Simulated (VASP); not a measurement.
Set up this calculation in VASP 6.6.1, as the native input.

| Item | Value |
| --- | --- |
| Task | single point |
| Functional | PBEsol |
| Potentials or basis | VASP PAW PBE potentials, release 64 (Pt) |
| Cutoff | 520 eV |
| k mesh | 18 × 18 × 14 |
| Occupations | gaussian, width 0.1 eV |
| Spin | no spin polarisation |
| Dipole correction | no |
| Further INCAR settings | ALGO = Fast; EDIFF = 1e-07; NBANDS = 17 |

The structure of Pt lies in POSCAR:

```
Pt
1.0
    2.0178012559      2.0178012559      0.0000000000
   -2.0178012559      2.0178012559      0.0000000000
    0.0000000000      0.0000000000      4.0356025117
Pt
2
Direct
    0.0000000000      0.0000000000      0.0000000000
    0.5000000000      0.5000000000      0.5000000000
```

This cell differs from its parent crystal: equal strain along all axes, cell held: +3.0 %.

One way to write it, as run:

INCAR

```
SYSTEM = Pt
ALGO = Fast
EDIFF = 1E-7
ENCUT = 520
GGA = PS
ISIF = 2
ISMEAR = 0
LASPH = .TRUE.
LCHARG = .FALSE.
LREAL = .FALSE.
LWAVE = .FALSE.
NBANDS = 17
NELM = 80
PREC = Accurate
SIGMA = 0.1
```

KPOINTS

```
k-points
0
G
  18 18 14
  0 0 0
```

Potentials or basis: VASP PAW PBE potentials, release 64 (Pt).

Run with:

```bash
$ cat potpaw_PBE.64/Pt/POTCAR > POTCAR
$ mpirun -np 1 vasp_std > vasp.out
```

Results of the run:

The pressure is -20.4 GPa and the band gap on the k mesh is zero (bands 10 and 11 overlap by 1.44 eV).

Caveat: the cell differs from its parent crystal (equal strain along all axes, cell held: +3.0 %); the cell stands under tension; the PAW data sets were made with another functional, which shifts forces and pressure a little; spin-orbit coupling is left out, which moves the levels of the heavy elements.

It took 4.3 min on 1 thread of Intel Xeon 8259CL, on a shared host, peak memory 0.31 GiB.
